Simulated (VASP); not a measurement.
# LaH3 (Fm-3m) in VASP: a series of runs

LaH3 is run at these levels: r2SCAN; tasks: single point.

Program: VASP 6.6.1. These are calculated values, not measurements. Logs are shortened: lines on timing, memory, paths and dates and some standing lists are left out, and cuts for length are marked.

## (1) The cell of the first run

It takes space group Fm-3m (No. 225, cubic). The conventional cell has a = 5.381 Å, b = 5.381 Å, c = 5.381 Å, α = 90.00°, β = 90.00°, γ = 90.00°. Within 3.1 Å of La (site symmetry m-3m) lie 14 H at 2.33 to 2.69 Å. Within 3.1 Å of H (site symmetry m-3m) lie 8 H at 2.33 Å and 6 La at 2.69 Å. H (site symmetry -43m) has 4 La at 2.33 Å and 10 H at 2.33 to 2.69 Å within 3.1 Å.

## (2) Single point, r2SCAN

Input file POSCAR:

```
LaH3
1.0
    0.0000000000      2.6903158949      2.6903158949
    2.6903158949      0.0000000000      2.6903158949
    2.6903158949      2.6903158949      0.0000000000
La H
1 3
Direct
    0.0000000000      0.0000000000      0.0000000000
    0.5000000000      0.5000000000      0.5000000000
    0.7500000000      0.7500000000      0.7500000000
    0.2500000000      0.2500000000      0.2500000000
```

Input file INCAR.step1:

```
SYSTEM = LaH3
  PREC = Accurate
  ENCUT = 520
  ISMEAR = 1
  SIGMA = 0.1
  LREAL = .False.
  LASPH = .True.
  NELM = 100
  NBANDS = 15
  GGA = PE
  ALGO = Normal
  EDIFF = 1E-4
  LWAVE = .True.
  LCHARG = .False.
```

Input file INCAR.step2:

```
SYSTEM = LaH3
  PREC = Accurate
  ENCUT = 520
  EDIFF = 1E-6
  ISMEAR = 1
  SIGMA = 0.1
  LREAL = .False.
  LASPH = .True.
  NELM = 100
  ALGO = Normal
  ISIF = 2
  LWAVE = .False.
  LCHARG = .False.
  METAGGA = R2SCAN
  LMIXTAU = .True.
  NBANDS = 15
  ISTART = 1
```

Input file KPOINTS:

```
regular mesh
0
Gamma
  7 7 7
  0 0 0
```

Potentials or basis: VASP PAW PBE potentials, release 64 (La, H).

Started as:

```bash
> cat potpaw_PBE.64/La/POTCAR potpaw_PBE.64/H/POTCAR > POTCAR
> cp INCAR.step1 INCAR
> mpirun -np 1 vasp_std > vasp.out
> cp INCAR.step2 INCAR
> mpirun -np 1 vasp_std > vasp.out
```

OUTCAR:

```text
SYSTEM = LaH3
   PREC = Accurate
   ENCUT = 520
   EDIFF = 1E-6
   ISMEAR = 1
   LREAL = .False.
   LASPH = .True.
   NELM = 100
   ISIF = 2
   METAGGA = R2SCAN
   ISTART = 1

 ion  position               nearest neighbor table
   1  0.000  0.000  0.000-
   2  0.500  0.500  0.500-
   3  0.750  0.750  0.750-
   4  0.250  0.250  0.250-

  LATTYP: Found a face centered cubic cell.
 ALAT       =     5.3806317898

  Lattice vectors:

 A1 = (   0.0000000000,   2.6903158949,   2.6903158949)
 A2 = (   2.6903158949,   0.0000000000,   2.6903158949)
 A3 = (   2.6903158949,   2.6903158949,   0.0000000000)

Analysis of symmetry for initial positions (statically):
=====================================================================
 Subroutine PRICEL returns:
 Original cell was already a primitive cell.

 Routine SETGRP: Setting up the symmetry group for a
 face centered cubic supercell.

 Subroutine GETGRP returns: Found 48 space group operations
 (whereof 48 operations were pure point group operations)
 out of a pool of 48 trial point group operations.

The static configuration has the point symmetry O_h .

Analysis of symmetry for dynamics (positions and initial velocities):
=====================================================================
 Subroutine PRICEL returns:
 Original cell was already a primitive cell.

 Routine SETGRP: Setting up the symmetry group for a
 face centered cubic supercell.

 Subroutine GETGRP returns: Found 48 space group operations
 (whereof 48 operations were pure point group operations)
 out of a pool of 48 trial point group operations.

The dynamic configuration has the point symmetry O_h .

 Subroutine INISYM returns: Found 48 space group operations
 (whereof 48 operations are pure point group operations),
 and found     1 'primitive' translations

----------------------------------------------------------------------------------------

                                     Primitive cell

  volume of cell :      38.9439

  direct lattice vectors                    reciprocal lattice vectors
     0.000000000  2.690315895  2.690315895    -0.185851781  0.185851781  0.185851781
     2.690315895  0.000000000  2.690315895     0.185851781 -0.185851781  0.185851781
     2.690315895  2.690315895  0.000000000     0.185851781  0.185851781 -0.185851781

  length of vectors
     3.804681226  3.804681226  3.804681226     0.321904727  0.321904727  0.321904727

  position of ions in fractional coordinates (direct lattice)
     0.000000000  0.000000000  0.000000000
     0.500000000  0.500000000  0.500000000
     0.750000000  0.750000000  0.750000000
     0.250000000  0.250000000  0.250000000

  ion indices of the primitive-cell ions
   primitive index   ion index
                 1           1
                 2           2
                 3           3
                 4           4

----------------------------------------------------------------------------------------

 KPOINTS: regular mesh

Automatic generation of k-mesh.
 Grid dimensions read from file:
 generate k-points for:    7    7    7

 Generating k-lattice:

  Cartesian coordinates                     Fractional coordinates (reciprocal lattice)
    -0.026550254  0.026550254  0.026550254     0.142857143  0.000000000  0.000000000
     0.026550254 -0.026550254  0.026550254     0.000000000  0.142857143  0.000000000
     0.026550254  0.026550254 -0.026550254     0.000000000  0.000000000  0.142857143

  Length of vectors
     0.045986390  0.045986390  0.045986390

  Shift w.r.t. Gamma in fractional coordinates (k-lattice)
     0.000000000  0.000000000  0.000000000

 Subroutine IBZKPT returns following result:
 ===========================================

 Found     20 irreducible k-points:

 Following reciprocal coordinates:
            Coordinates               Weight
  0.000000  0.000000  0.000000      1.000000
  0.142857  0.000000  0.000000      8.000000
  0.285714  0.000000  0.000000      8.000000
  0.428571  0.000000  0.000000      8.000000
  0.142857  0.142857  0.000000      6.000000
  0.285714  0.142857  0.000000     24.000000
[... 12 lines left out ...]
 -0.428571  0.428571  0.142857     24.000000
 -0.285714  0.428571  0.142857     24.000000
   k-points           NKPTS =     20   k-points in BZ     NKDIM =     20   number of bands    NBANDS=     15
   number of dos      NEDOS =    301   number of ions     NIONS =      4
   total plane-waves  NPLWV =  21952
   dimension x,y,z NGX =    28 NGY =   28 NGZ =   28
   dimension x,y,z NGXF=    56 NGYF=   56 NGZF=   56
   ions per type =               1   3
   NGX,Y,Z   is equivalent  to a cutoff of  12.23, 12.23, 12.23 a.u.
   NGXF,Y,Z  is equivalent  to a cutoff of  24.47, 24.47, 24.47 a.u.
 SYSTEM =  LaH3
   PREC   = accura    normal or accurate (medium, high low for compatibility)
   ISTART =      1    job   : 0-new  1-cont  2-samecut
   ICHARG =      0    charge: 1-file 2-atom 10-const
   ISPIN  =      1    spin polarized calculation?
   LNONCOLLINEAR =      F non collinear calculations
   LSORBIT =      F    spin-orbit coupling
   LASPH  =      T    aspherical Exc in radial PAW
   ENCUT  =  520.0 eV  38.22 Ry    6.18 a.u.   7.07  7.07  7.07*2*pi/ulx,y,z
   NELM   =    100;   NELMIN=  2; NELMDL=  0     # of ELM steps
   EDIFF  = 0.1E-05   stopping-criterion for ELM
   LREAL  =      F    real-space projection
   EDIFFG = 0.1E-04   stopping-criterion for IOM
   NSW    =      0    number of steps for IOM
   IBRION =     -1    ionic relax: 0-MD 1-quasi-New 2-CG
   NFREE  =      0    steps in history (QN), initial steepest desc. (CG)
   ISIF   =      2    stress and relaxation
   ISYM   =      2    0-nonsym 1-usesym 2-fastsym
   POTIM  = 0.5000    time-step for ionic-motion
   TEBEG  =    0.0;   TEEND  =   0.0 temperature during run
   PSTRESS=    0.0 pullay stress
   NELECT =      14.0000    total number of electrons
   NUPDOWN=      -1.0000    fix difference up-down
   EMIN   =  10.00;   EMAX   =-10.00  energy-range for DOS
   EFERMI =   0.00;   METHOD = LEGACY
   ISMEAR =     1;   SIGMA  =   0.10  broadening in eV -4-tet -1-fermi 0-gaus
   EFERMI_NEDOS =   21; number of points for ismear=-14 and -15
   IALGO  =     38    algorithm
   IMIX   =      4    mixing-type and parameters
     AMIX     =   0.40;   BMIX     =  1.00
     AMIX_MAG =   1.60;   BMIX_MAG =  1.00
  volume/ion in A,a.u.               =       9.74        65.70
  Fermi-wavevector in a.u.,A,eV,Ry     =   1.164048  2.199732 18.436001  1.355008
  Thomas-Fermi vector in A             =   2.300591
   LORBIT       =      0    0 simple, 1 ext, 2 COOP (PROOUT), +10 PAW based schemes
   METAGGA = R2SCAN    functional components
   LHFCALC =     F    Hartree Fock is set to
   AEXX    =    0.0000 exact exchange contribution
   IVDW    =     0    specifies the selected vdW correction
   LEPSILON=     F    determine dielectric tensor
   LRPA    =     F    only Hartree local field effects (RPA)
 non-spin polarized calculation
 Methfessel and Paxton  Order N= 1 SIGMA  =   0.10
  energy-cutoff  :      520.00
  volume of cell :       38.94
 maximum number of plane-waves:      1067
   NGX = 15   NGY = 15   NGZ = 15

 number of electron      14.0000003 magnetization

 Free energy of the ion-electron system (eV)
  ---------------------------------------------------
  ext. energy  EPLUGINS =         0.00000000
  ---------------------------------------------------
  free energy    TOTEN  =       -42.72474674 eV

  energy without entropy =      -42.72462812  energy(sigma->0) =      -42.72470720

 E-fermi :   9.1687     XC(G=0): -10.9935

 val. band max:        8.2148185818   @ k =   0.1429   0.0000   0.0000
 cond. band min:       9.2328704137   @ k =   0.0000   0.0000   0.0000
 fundamental gap:      1.0180518319
 Fermi energy:         9.1687240372

 k-point     1 :       0.0000    0.0000    0.0000
  band No.  band energies     occupation
      1     -25.5600      2.00000
      2      -8.1971      2.00000
      3      -8.1971      2.00000
      4      -8.1971      2.00000
      5       0.1776      2.00000
      6       5.2607      2.00000
      7       9.2329      0.12449
      8       9.3680     -0.01639
      9       9.3680     -0.01639
     10       9.3680     -0.01639
     11      10.6503     -0.00000
     12      10.6503     -0.00000
     13      10.6503     -0.00000
     14      11.4658      0.00000
     15      11.4658      0.00000

 k-point     2 :       0.1429    0.0000    0.0000
  band No.  band energies     occupation
      1     -25.5220      2.00000
      2      -8.5588      2.00000
      3      -8.2295      2.00000
      4      -8.2295      2.00000
      5       0.7671      2.00000
      6       4.6357      2.00000
      7       8.2148      2.00000
      8       9.5264     -0.00001
      9       9.5264     -0.00001
     10      10.3137     -0.00000
     11      10.5835     -0.00000
     12      10.5835     -0.00000
     13      11.3081      0.00000
     14      11.4260      0.00000
     15      11.4260      0.00000

 k-point     3 :       0.2857    0.0000    0.0000
  band No.  band energies     occupation
      1     -25.4349      2.00000
      2      -9.2661      2.00000
      3      -8.3011      2.00000
      4      -8.3011      2.00000
      5       1.8381      2.00000
      6       4.1027      2.00000
      7       6.9520      2.00000
      8       9.5011     -0.00003
      9       9.5011     -0.00003
     10      10.6450     -0.00000
     11      10.6450     -0.00000
     12      11.1245     -0.00000
     13      11.3418      0.00000
     14      11.3418      0.00000
     15      11.4770      0.00000
[... 271 lines left out ...]
 k-point    19 :      -0.4286    0.4286    0.1429
  band No.  band energies     occupation
      1     -25.2964      2.00000
      2      -9.5485      2.00000
      3      -8.8746      2.00000
      4      -8.6669      2.00000
      5       3.0647      2.00000
      6       3.2396      2.00000
      7       4.9709      2.00000
      8      10.2707     -0.00000
      9      10.7934     -0.00000
     10      10.9030     -0.00000
     11      11.1579     -0.00000
     12      11.2149      0.00000
     13      11.2149      0.00000
     14      11.4084      0.00000
     15      12.5199      0.00000

 k-point    20 :      -0.2857    0.4286    0.1429
  band No.  band energies     occupation
      1     -25.2901      2.00000
      2      -9.3287      2.00000
      3      -9.2095      2.00000
      4      -8.6478      2.00000
      5       3.5704      2.00000
      6       3.6431      2.00000
      7       4.3462      2.00000
      8       9.8732     -0.00000
      9      10.8044     -0.00000
     10      10.8302     -0.00000
     11      11.1874      0.00000
     12      11.2218      0.00000
     13      11.2749      0.00000
     14      11.3002      0.00000
     15      12.1408      0.00000

------------------------ aborting loop because EDIFF is reached ----------------------------------------

  FORCE on cell =-STRESS in cart. coord.  units (eV):
  Direction    XX          YY          ZZ          XY          YZ          ZX
  --------------------------------------------------------------------------------------
  -------------------------------------------------------------------------------------
  Total        2.4151723      2.4151723      2.4151723      0.0000000     -0.0000000     -0.0000000
  in kB       99.3616664     99.3616664     99.3616664      0.0000000     -0.0000000     -0.0000000
  external PRESSURE =      99.3616664 kB  Pullay stress =       0.0000000 kB

 VOLUME and BASIS-vectors are now :
 -----------------------------------------------------------------------------
  energy-cutoff  :      520.00
  volume of cell :       38.94
      direct lattice vectors                 reciprocal lattice vectors
     0.000000000  2.690315895  2.690315895    -0.185851781  0.185851781  0.185851781
     2.690315895  0.000000000  2.690315895     0.185851781 -0.185851781  0.185851781
     2.690315895  2.690315895  0.000000000     0.185851781  0.185851781 -0.185851781

 POSITION                                       TOTAL-FORCE (eV/Angst)
 -----------------------------------------------------------------------------------
      0.00000      0.00000      0.00000         0.000000     -0.000000     -0.000000
      2.69032      2.69032      2.69032         0.000000     -0.000000     -0.000000
      4.03547      4.03547      4.03547        -0.000000     -0.000000     -0.000000
      1.34516      1.34516      1.34516         0.000000      0.000000      0.000000
 -----------------------------------------------------------------------------------
    total drift:                               -0.000000     -0.000000     -0.000000

  FREE ENERGIE OF THE ION-ELECTRON SYSTEM (eV)
  ---------------------------------------------------
  free  energy   TOTEN  =       -42.7247467423 eV

  energy  without entropy=      -42.7246281202  energy(sigma->0) =      -42.72470720
```

It took 32 s on 1 thread of AMD EPYC 9R45 (Zen 5), shared host; peak memory 0.15 GiB.

Results:

```
Free energy            : -42.7247 eV
Pressure               : 9.9 GPa
Band gap on the k mesh : zero (filled and empty bands touch)
```

Caveat: the PAW data sets were made with another functional, which shifts forces and pressure a little; spin-orbit coupling is left out, which moves the levels of the heavy elements.

[end of part 1 of 2]
